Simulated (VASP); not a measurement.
# Zn in VASP: single point with PBE

Aim: the single point of Zn with PBE.

Program: VASP 6.6.1. These are calculated values, not measurements. Logs are shortened: lines on timing, memory, paths and dates and some standing lists are left out, and cuts for length are marked.

### Step 1. The cell of the first run

The cell holds a slab with vacuum, 5 atoms: a = 2.617 Å, b = 2.619 Å, c = 24.717 Å, α = 90.00°, β = 90.00°, γ = 119.98°.

### Step 2. Single point, PBE

The input, INCAR:

```
ALGO = Normal ; DIPOL = 0.5 0.5 0.500
EDIFF = 1E-6 ; ENCUT = 520
GGA = PE ; IDIPOL = 3
ISIF = 2 ; ISMEAR = -1
LASPH = T ; LCHARG = F
LDIPOL = T ; LREAL = F
LWAVE = F ; NBANDS = 38
NELM = 80 ; PREC = Accurate
SIGMA = 0.05
```

The input, KPOINTS:

```
k-points
0
Gamma
  12 12 1
```

The input, POSCAR:

```
Zn
1.0
    2.6169740200      0.0000000000      0.0000000000
   -1.3084870100      2.2681701736      0.0000000000
    0.0000000000      0.0000000000     24.7167705914
Zn
5
Direct
    0.3393536486      0.6787072973      0.3034376992
    0.0115275509      0.0230551018      0.4011997588
    0.3508811995      0.7017623991      0.5000000000
    0.6902348482      0.3804696963      0.5988002412
    0.3624087504      0.7248175009      0.6965623008
```

Potentials or basis: VASP PAW PBE potentials, release 64 (Zn).

Launch:

```console
$ cat potpaw_PBE.64/Zn/POTCAR > POTCAR
$ mpirun -np 1 vasp_std > vasp.out
```

OUTCAR:

```text
EDIFF = 1E-6
   ENCUT = 520
   GGA = PE
   ISIF = 2
   ISMEAR = -1
   LASPH = T
   LREAL = F
   NELM = 80
   PREC = Accurate

 ion  position               nearest neighbor table
   1  0.339  0.679  0.303-   2 2.84   2 2.86   2 2.86
   2  0.012  0.023  0.401-   1 2.84   1 2.86   1 2.86   3 2.86   3 2.86   3 2.89
   3  0.351  0.702  0.500-   4 2.86   2 2.86   2 2.86   4 2.86   4 2.89   2 2.89
   4  0.690  0.380  0.599-   5 2.84   5 2.86   5 2.86   3 2.86   3 2.86   3 2.89
   5  0.362  0.725  0.697-   4 2.84   4 2.86   4 2.86

  LATTYP: Found a base centered orthorhombic cell.
 ALAT       =     2.6169740200
 B/A-ratio  =     1.7334296453
 C/A-ratio  =     9.4447902052

  Lattice vectors:

 A1 = (   1.3084870100,  -2.2681701736,   0.0000000000)
 A2 = (   1.3084870100,   2.2681701736,   0.0000000000)
 A3 = (   0.0000000000,   0.0000000000,  24.7167705914)

Analysis of symmetry for initial positions (statically):
=====================================================================
 Subroutine PRICEL returns:
 Original cell was already a primitive cell.

 Routine SETGRP: Setting up the symmetry group for a
 base centered orthorhombic supercell.

 Subroutine GETGRP returns: Found  4 space group operations
 (whereof  2 operations were pure point group operations)
 out of a pool of  8 trial point group operations.

The static configuration has the point symmetry C_1h.
 The point group associated with its full space group is C_2h.

Analysis of symmetry for dynamics (positions and initial velocities):
=====================================================================
 Subroutine PRICEL returns:
 Original cell was already a primitive cell.

 Routine SETGRP: Setting up the symmetry group for a
 base centered orthorhombic supercell.

 Subroutine GETGRP returns: Found  4 space group operations
 (whereof  2 operations were pure point group operations)
 out of a pool of  8 trial point group operations.

The dynamic configuration has the point symmetry C_1h.
 The point group associated with its full space group is C_2h.

 Subroutine INISYM returns: Found  4 space group operations
 (whereof  2 operations are pure point group operations),
[... 101 lines left out ...]
   NELM   =     80;   NELMIN=  2; NELMDL= -5     # of ELM steps
   EDIFF  = 0.1E-05   stopping-criterion for ELM
   LREAL  =      F    real-space projection
   EDIFFG = 0.1E-04   stopping-criterion for IOM
   NSW    =      0    number of steps for IOM
   IBRION =     -1    ionic relax: 0-MD 1-quasi-New 2-CG
   NFREE  =      0    steps in history (QN), initial steepest desc. (CG)
   ISIF   =      2    stress and relaxation
   ISYM   =      2    0-nonsym 1-usesym 2-fastsym
   POTIM  = 0.5000    time-step for ionic-motion
   TEBEG  =    0.0;   TEEND  =   0.0 temperature during run
   PSTRESS=    0.0 pullay stress
   NELECT =      60.0000    total number of electrons
   NUPDOWN=      -1.0000    fix difference up-down
   EMIN   =  10.00;   EMAX   =-10.00  energy-range for DOS
   EFERMI =   0.00;   METHOD = LEGACY
   ISMEAR =    -1;   SIGMA  =   0.05  broadening in eV -4-tet -1-fermi 0-gaus
   EFERMI_NEDOS =   21; number of points for ismear=-14 and -15
   IALGO  =     38    algorithm
   IMIX   =      4    mixing-type and parameters
     AMIX     =   0.40;   BMIX     =  1.00
     AMIX_MAG =   1.60;   BMIX_MAG =  1.00
  volume/ion in A,a.u.               =      29.34       198.01
  Fermi-wavevector in a.u.,A,eV,Ry     =   1.215168  2.296335 20.090815  1.476633
  Thomas-Fermi vector in A             =   2.350564
   LORBIT       =      0    0 simple, 1 ext, 2 COOP (PROOUT), +10 PAW based schemes
   GGA     = PE    functional components
   LHFCALC =     F    Hartree Fock is set to
   AEXX    =    0.0000 exact exchange contribution
   IVDW    =     0    specifies the selected vdW correction
   LEPSILON=     F    determine dielectric tensor
   LRPA    =     F    only Hartree local field effects (RPA)
 non-spin polarized calculation
  energy-cutoff  :      520.00
  volume of cell :      146.71
 maximum number of plane-waves:      4011
   NGX =  9   NGY =  9   NGZ = 91

 number of electron      60.0000004 magnetization

 dipolmoment           0.000000      0.000000     -0.000000 electrons x Angstroem

 Free energy of the ion-electron system (eV)
  ---------------------------------------------------
  ext. energy  EPLUGINS =         0.00000000
  ---------------------------------------------------
  free energy    TOTEN  =        -5.27619653 eV

  energy without entropy =       -5.26343201  energy(sigma->0) =       -5.26981427

 E-fermi :  -0.1701     XC(G=0):  -6.5044

 val. band max:       -0.1790953699   @ k =  -0.3333   0.1667   0.0000
 cond. band min:      -0.1549473052   @ k =   0.0000   0.5000   0.0000
 fundamental gap:      0.0241480647
 Fermi energy:        -0.1700727054

 k-point     1 :       0.0000    0.0000    0.0000
  band No.  band energies     occupation
      1     -11.0156      2.00000
      2     -10.3980      2.00000
      3      -9.6114      2.00000
      4      -9.1989      2.00000
      5      -9.1948      2.00000
      6      -8.4722      2.00000
[... 973 lines left out ...]
     37       5.3884      0.00000
     38       5.9698      0.00000

 [... further k-points ...]

------------------------ aborting loop because EDIFF is reached ----------------------------------------

 vacuum level on the upper side and lower side of the slab       (xc-potential included)        -0.208        -0.208

  FORCE on cell =-STRESS in cart. coord.  units (eV):
  Direction    XX          YY          ZZ          XY          YZ          ZX
  --------------------------------------------------------------------------------------
  -------------------------------------------------------------------------------------
  Total        0.7329516      0.7783977      1.6842370      0.0000000     -0.1008685      0.0000000
  in kB        8.0042220      8.5005167     18.3927643      0.0000000     -1.1015375      0.0000000
  external PRESSURE =      11.6325010 kB  Pullay stress =       0.0000000 kB

 VOLUME and BASIS-vectors are now :
 -----------------------------------------------------------------------------
  energy-cutoff  :      520.00
  volume of cell :      146.71
      direct lattice vectors                 reciprocal lattice vectors
     2.616974020  0.000000000  0.000000000     0.382120721  0.220442013  0.000000000
    -1.308487010  2.268170174  0.000000000     0.000000000  0.440884027  0.000000000
     0.000000000  0.000000000 24.716770591     0.000000000  0.000000000  0.040458360

 POSITION                                       TOTAL-FORCE (eV/Angst)
 -----------------------------------------------------------------------------------
     -0.00000      1.53942      7.50000        -0.000000      0.012543     -0.191865
      0.00000      0.05229      9.91636         0.000000     -0.003931      0.037611
     -0.00000      1.59172     12.35839         0.000000     -0.000000      0.000000
      1.30849      0.86297     14.80041         0.000000      0.003931     -0.037611
     -0.00000      1.64401     17.21677         0.000000     -0.012543      0.191865
 -----------------------------------------------------------------------------------
    total drift:                               -0.000001     -0.000044     -0.000064

  FREE ENERGIE OF THE ION-ELECTRON SYSTEM (eV)
  ---------------------------------------------------
  free  energy   TOTEN  =        -5.2761965310 eV

  energy  without entropy=       -5.2634320142  energy(sigma->0) =       -5.26981427

 vacuum level on the upper side and lower side of the slab         3.612         3.612
```

stdout:

```text
POSCAR found type information on POSCAR Zn
 POSCAR found :  1 types and       5 ions
 scaLAPACK will be used
 LDA part: xc-table for (Slater+PW92), standard interpolation
 POSCAR, INCAR and KPOINTS ok, starting setup
 FFT: planning ... GRIDC
 FFT: planning ... GRID_SOFT
 FFT: planning ... GRID
 WAVECAR not read
 entering main loop
```

Wall time 4.2 min (1 thread of Intel Xeon Platinum 8259CL at 2.50GHz (Skylake/Cascade Lake), shared host); peak memory 0.36 GiB.

What came out:

* Free energy: -5.2762 eV
* Largest force: 0.192 eV/Å
* Band gap on the k mesh: zero (bands 30 and 31 overlap by 3.84 eV)

Forces in eV/Å, atoms in the order of the input:
```
Zn   0.000  0.013 -0.192
Zn   0.000 -0.004  0.038
Zn   0.000  0.000  0.000
Zn   0.000  0.004 -0.038
Zn   0.000 -0.013  0.192
```

The gap in the log of VASP goes by the Fermi energy; the results here count the filled bands.